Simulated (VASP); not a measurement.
The system is TaTeSe, a sheet with vacuum.

```
CELL_PARAMETERS angstrom
3.55494 0.00000 0.00000
-1.77747 3.07867 0.00000
0.00000 0.00000 18.00000
ATOMIC_POSITIONS crystal
Ta 0.66667 0.33333 0.51386
Te 0.33333 0.66667 0.59678
Se 0.33333 0.66667 0.40322
```

Base run:

* Program: VASP 6.6.1
* Functional: PBE
* Potentials or basis: VASP PAW PBE potentials, release 64 (Ta_pv, Te, Se)
* Cutoff: 520 eV
* k mesh: 6 × 6 × 1
* Occupations: gaussian, width 0.1 eV
* Spin: no spin polarisation

Its results: largest force 7.688 eV/Å.

Problem. The run is repeated on the same cell with these changes: spin from no spin polarisation to collinear spin, ferromagnetic start; further incar settings from ALGO = Normal; EDIFF = 1e-06; NBANDS = 18 to ALGO = Normal; EDIFF = 1e-06; NBANDS = 22. What comes out?

Solution. Net moment 0.34 μB per cell; site moments Ta +0.17; Te +0.02; Se +0.03 μB; largest force 7.757 eV/Å.
